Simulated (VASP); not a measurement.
The system is NaI.

```
CELL_PARAMETERS angstrom
0.00000 3.21866 3.21866
3.21866 0.00000 3.21866
3.21866 3.21866 0.00000
ATOMIC_POSITIONS crystal
Na 0.00000 0.00000 0.00000
I 0.50000 0.50000 0.50000
```

| Property | Result |
| --- | --- |
| Program | VASP 6.6.1 |
| Task | relaxation of cell and atoms |
| Functional | PBE |
| Dispersion | D3(BJ) |
| Potentials or basis | VASP PAW PBE potentials, release 64 (Na_pv, I) |
| Cutoff | 600 eV |
| k mesh | 6 × 6 × 6 |
| Occupations | gaussian, width 0.02 eV |
| Spin | no spin polarisation |

At the start: pressure -0.6 GPa; volume 33.34 Å³/atom.

Problem. Where does the relaxation end?

Solution. Over 5 steps the energy falls by 2.3 meV/atom and the volume is 32.21 Å³/atom (-3.4 %); space group Fm-3m (No. 225, to 0.05 Å).

Step by step:
```csv
step,energy change (eV),largest force (eV/Å),pressure (GPa),volume (Å³)
1,0.0000,0.0000,-0.61,66.69
2,-0.0036,0.0000,-0.27,65.48
3,-0.0044,0.0000,-0.17,64.94
4,-0.0045,0.0000,0.18,63.88
5,-0.0047,0.0000,-0.03,64.42
```

Final structure:
```yaml
crystal:
  lattice:
    - [0.00000, 3.18168, 3.18168]
    - [3.18168, 0.00000, 3.18168]
    - [3.18168, 3.18168, 0.00000]
  atoms:
    - { symbol: Na, position: [0.00000, 0.00000, 0.00000] }
    - { symbol: I, position: [0.50000, 0.50000, 0.50000] }
```
